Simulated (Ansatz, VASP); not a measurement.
**ZrB2 in VASP and in Ansatz**

Contents of INCAR:

```
PREC = Accurate
ENCUT = 600
EDIFF = 1E-6
ISMEAR = -1
SIGMA = 0.05
LREAL = F
LASPH = T
NELM = 60
ALGO = Normal
ISIF = 3
LWAVE = F
LCHARG = F
GGA = PS
IVDW = 13
IBRION = 2
NSW = 60
EDIFFG = -0.01
```

KPOINTS

```
regular mesh
0
Gamma
  10 10 8
```

POSCAR

```
ZrB2
1.0
    3.1700000000      0.0000000000      0.0000000000
   -1.5850000000      2.7453005300      0.0000000000
    0.0000000000      0.0000000000      3.5330000000
Zr B
1 2
Direct
    0.0000000000      0.0000000000      0.0000000000
    0.6666666667      0.3333333333      0.5000000000
    0.3333333333      0.6666666667      0.5000000000
```

input.yaml

```yaml
crystal:
  lattice:
    - [3.17, 0.0, 0.0]
    - [-1.585, 2.74530053, 0.0]
    - [0.0, 0.0, 3.533]
  atoms:
    - { symbol: Zr, position: [0.0, 0.0, 0.0] }
    - { symbol: B, position: [0.6666666667, 0.3333333333, 0.5] }
    - { symbol: B, position: [0.3333333333, 0.6666666667, 0.5] }
hamiltonian:
  xc: pbesol
  pseudopotentials: { kind: paw }
  dispersion: d4
kpoints:
  mp_grid: { grid: [10, 10, 8] }
scf:
  occupations: { method: fermi_dirac, width: 0.05 }
output:
  forces: true
  stress: true
  eigenvalues: true
relax:
  f_tol: 0.01
  max_steps: 40
  cell: { stress_tol: 0.05 }
```

Alike in both runs: task relaxation of cell and atoms; functional PBEsol; dispersion D4; k mesh 10 × 10 × 8; occupations fermi-dirac, width 0.05 eV; no spin polarisation.

```csv
,VASP,Ansatz
version,VASP 6.6.1,Ansatz 0.2.0
potentials or method,"VASP PAW PBE potentials, release 64 (Zr_sv, B)",Ansatz PAW
plane-wave cutoff (eV),600,420
valence electrons in the cell,18,18
```

Ansatz gave:

```
gap on the k mesh at the Fermi level, each at its own relaxed structure (eV) : none
relaxed volume (Å³/atom)                                                     : 9.94
relaxed cell length with the largest relative difference (Å)                 : 3.485
```

Which values does VASP return?

gap on the k mesh at the Fermi level, each at its own relaxed structure (eV): none; relaxed volume (Å³/atom): 9.95; relaxed cell length with the largest relative difference (Å): 3.486.

VASP's potentials were made for PBE, not for PBEsol. A gap of «none» marks a metal or a gap that the smearing closes.

Noted on Ansatz's run: the plane-wave basis is chosen anew once the cell has moved, so the energies of steps on either side of that aren't comparable.
